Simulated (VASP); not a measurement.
Runs of VASP 6.6.1 on Ir. The structure is that of space group P6_3/mmc (No. 194), or close to it. The cells are those of the table. 

```tsv
cell	gap on the mesh (eV)	pressure (GPa)
a = 2.971, b = 2.971, c = 4.641 Å, angles 90.0, 90.0, 120.0°, 2 atoms	none	(a)
a = 2.531, b = 2.531, c = 4.105 Å, angles 90.0, 90.0, 120.0°, 2 atoms	none	159.5
a = 2.971, b = 2.971, c = 4.462 Å, angles 90.0, 90.0, 120.0°, 2 atoms	none	-34.1
a = 2.971, b = 2.971, c = 4.105 Å, angles 90.0, 90.0, 120.0°, 2 atoms	none	(b)
a = 2.861, b = 2.861, c = 4.105 Å, angles 90.0, 90.0, 120.0°, 2 atoms	none	7.2
```

Alike in all rows: task single point; level PBE; potentials or basis VASP PAW PBE potentials, release 64 (Ir); no spin polarisation; k mesh 18 × 18 × 12; cutoff (eV) 520; smearing gaussian 0.15 eV.

Problem. Estimate the missing entries.

Solution. (a) -39.9; (b) -12.8.

Caveats: spin-orbit coupling is left out, which moves the levels of the heavy elements.

A k mesh can miss the band edges, and the runs leave out spin-orbit coupling on Ir.

A gap of «none» marks levels without a gap at the run's occupations.
